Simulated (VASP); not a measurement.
A run of VASP 6.6.1:

INCAR

```
PREC = Accurate ; ENCUT = 600
EDIFF = 1E-6 ; ISMEAR = 0
SIGMA = 0.2 ; LREAL = False
LASPH = True ; NELM = 120
ALGO = Normal ; ISIF = 2
LWAVE = False ; LCHARG = False
GGA = PE ; NBANDS = 30
GGA_COMPAT = False
```

File KPOINTS:

```
regular mesh
0
Gamma
  7 7 7
```

Contents of POSCAR:

```
Hf2ScO2
1.0
   -1.5552662658      1.5552662658      7.6899238450
    1.5552662658     -1.5552662658      7.6899238450
    1.5552662658      1.5552662658     -7.6899238450
Hf Sc O
2 1 2
Direct
    0.3427173026      0.3427173026      0.0000000000
    0.6572826974      0.6572826974      0.0000000000
    0.0000000000      0.0000000000      0.0000000000
    0.1922760597      0.1922760597      0.0000000000
    0.8077239403      0.8077239403      0.0000000000
```

Potentials or basis: VASP PAW PBE potentials, release 64 (Hf_pv, Sc_sv, O).

Command:

```console
$ cat potpaw_PBE.64/Hf_pv/POTCAR potpaw_PBE.64/Sc_sv/POTCAR potpaw_PBE.64/O/POTCAR > POTCAR
$ mpirun -np 1 vasp_std > vasp.out
```

Hardware: 1 thread of AMD EPYC 9R45 96-Core Processor (Zen 5), with other jobs on the host.

Task: How long does it take, and how much memory?

Result: It took 6 min on 1 thread of AMD EPYC 9R45 96-Core Processor (Zen 5) (shared host), peak memory 0.54 GiB. Counts: scf iterations 15, k points 40.
